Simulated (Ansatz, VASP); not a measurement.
# Cs in VASP and in Ansatz

```xyz
1
Lattice="0.0000 3.9483 3.9483 3.9483 0.0000 3.9483 3.9483 3.9483 0.0000" Properties=species:S:1:pos:R:3 pbc="T T T"
Cs    0.0000    0.0000    0.0000
```

Alike in both runs: functional LDA; k mesh 6 × 6 × 6; occupations fermi-dirac, width 0.05 eV; no spin polarisation.

|  | VASP | Ansatz |
| --- | --- | --- |
| version | VASP 6.6.1 | Ansatz 0.2.0 |
| potentials or method | VASP PAW LDA potentials, release 64 (Cs_sv), cutoff 500 eV | all-electron LAPW, scalar-relativistic |
| task | single point | band structure |

|  | VASP | Ansatz | Ansatz less VASP |
| --- | --- | --- | --- |
| gap on the k mesh at the Fermi level (eV) | none | none | - |
| pressure (GPa) | -0.4 | -0.4 | +0.01 |

LDA's correlation is that of Perdew and Zunger in VASP and of Perdew and Wang (1992) in Ansatz. A gap of «none» marks a metal or a gap that the smearing closes. Ansatz ran all-electron here, and VASP with PAW potentials.

Spin-orbit coupling is off throughout.
